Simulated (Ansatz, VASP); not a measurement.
## One calculation of Zr, two programs

```
CELL_PARAMETERS angstrom
2.87411 0.00000 0.00000
0.00000 2.87411 0.00000
0.00000 0.00000 2.87411
ATOMIC_POSITIONS crystal
Zr 0.00000 0.00000 0.00000
```

Alike in both runs: task single point; functional PBE; k mesh 18 × 18 × 18; occupations fermi-dirac, width 0.1 eV; no spin polarisation.

```csv
,VASP,Ansatz
version,VASP 6.6.1,Ansatz 0.2.0
potentials or method,"VASP PAW PBE potentials, release 64 (Zr_sv), cutoff 520 eV","plane waves (420 eV) with PAW, scalar-relativistic"
valence electrons in the cell,12,12
```

|  | VASP | Ansatz | Ansatz less VASP |
| --- | --- | --- | --- |
| pressure (GPa) | 3.3 | 3.2 | -0.07 |
